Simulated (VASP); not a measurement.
Write the native input for VASP 6.6.1 that does the following.

- Task: single point
- Functional: PBE
- Potentials or basis: VASP PAW PBE potentials, release 64 (Fe, Pt)
- Cutoff: 520 eV
- k mesh: 6 × 6 × 6
- Occupations: gaussian, width 0.1 eV
- Spin: collinear spin, ferromagnetic start
- Starting moments: [3.33, 0.42] μB
- Dipole correction: no
- Further INCAR settings: ALGO = Fast; EDIFF = 1e-06; NBANDS = 20

The structure of FePt lies in POSCAR:

```
FePt
1.0
    3.0648216502      0.0000000000      0.0000000000
    0.0000000000      3.0648216502      0.0000000000
    0.0000000000      0.0000000000      3.0648216502
Fe Pt
1 1
Direct
    0.0000000000      0.0000000000      0.0000000000
    0.5000000000      0.5000000000      0.5000000000
```

The input as run:

INCAR

```
ALGO = Fast ; EDIFF = 1E-6
ENCUT = 520 ; GGA = PE
ISIF = 2 ; ISMEAR = 0
ISPIN = 2 ; LASPH = T
LCHARG = T ; LELF = T
LMAXMIX = 4 ; LORBIT = 11
LREAL = F ; LVHAR = T
LWAVE = F ; MAGMOM = 3.33 0.42
NBANDS = 20 ; NELM = 150
PREC = Accurate ; SIGMA = 0.1
```

KPOINTS

```
k-points
0
Gamma
  6 6 6
```

Potentials or basis: VASP PAW PBE potentials, release 64 (Fe, Pt).

Run with:

```sh
$ cat potpaw_PBE.64/Fe/POTCAR potpaw_PBE.64/Pt/POTCAR > POTCAR
$ mpirun -np 1 vasp_std > vasp.out
```

It gave:

| Property | Result |
| --- | --- |
| Pressure | -1.0 GPa |
| Net moment | 3.53 μB per cell |
| Site moments | Fe +3.12; Pt +0.34 μB |
| Valence electrons inside the program's atomic spheres | Fe 6.92; Pt 9.31 |

It took 12 s on 1 thread of Intel(R) Xeon(R) 6975P-C (Granite Rapids) (shared host), peak memory 0.15 GiB.
